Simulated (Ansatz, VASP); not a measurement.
**TlPt: VASP beside Ansatz**

```xyz
6
Lattice="6.1687 0.0000 0.0000 -3.0843 5.3422 0.0000 0.0000 0.0000 4.0499" Properties=species:S:1:pos:R:3 pbc="T T T"
Tl   -1.5422    2.6711    0.0000
Tl    3.0843    0.0000    0.0000
Tl    1.5422    2.6711    0.0000
Pt    0.0000    0.0000    0.0000
Pt    3.0843    1.7807    2.0250
Pt    0.0000    3.5615    2.0250
```

Alike in both runs: functional LDA; k mesh 6 × 6 × 10; occupations gaussian, width 0.1 eV; no spin polarisation.

Ansatz relaxed the structure, and its values are those at the end. VASP's run is a single point on that final structure, the one shown.

|  | VASP | Ansatz |
| --- | --- | --- |
| version | VASP 6.6.1 | Ansatz 0.2.0 |
| potentials or method | VASP PAW LDA potentials, release 64 (Tl_d, Pt), cutoff 520 eV | scalar-relativistic, plane waves, PAW |
| valence electrons in the cell | 69 | 93 |

|  | VASP | Ansatz | Ansatz less VASP |
| --- | --- | --- | --- |
| gap on the k mesh at the Fermi level (eV) | none | none | - |
| pressure (GPa) | 0.4 | 0.0 | -0.40 |

LDA's correlation is that of Perdew and Zunger in VASP and of Perdew and Wang (1992) in Ansatz. A gap of «none» marks a metal or a gap that the smearing closes. VASP's potentials hold 69 valence electrons a cell and Ansatz's 93, so a difference there can come from the potentials and not from the codes.

Spin-orbit coupling is off throughout.
